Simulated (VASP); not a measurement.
Here is a VASP 6.6.1 calculation.

INCAR

```
ALGO = Normal
EDIFF = 1E-7
ENCUT = 520
GGA = PE
ISIF = 2
ISMEAR = 0
LASPH = True
LCHARG = True
LELF = True
LREAL = False
LVHAR = True
LWAVE = False
NBANDS = 28
NELM = 60
PREC = Accurate
SIGMA = 0.1
```

File KPOINTS:

```
k-points
0
Gamma
  6 6 4
```

Contents of POSCAR:

```
NbPdSe3
1.0
    5.0266629300      0.0000000000      0.0000000000
   -2.5133314700      4.3532177900      0.0000000000
    0.0000000000      0.0000000000      6.5233185500
Nb Pd Se
1 1 3
Direct
    0.0000000000      0.0000000000      0.5000000000
    0.0000000000      0.0000000000      0.0000000000
    0.5000000000      0.0000000000      0.5000000000
    0.0000000000      0.5000000000      0.5000000000
    0.5000000000      0.5000000000      0.5000000000
```

Potentials or basis: VASP PAW PBE potentials, release 64 (Nb_sv, Pd, Se).

Command:

```console
$ cat potpaw_PBE.64/Nb_sv/POTCAR potpaw_PBE.64/Pd/POTCAR potpaw_PBE.64/Se/POTCAR > POTCAR
$ mpirun -np 1 vasp_std > vasp.out
```

(1) What does it give for the pressure?

Results:

(1) 12.6 GPa.
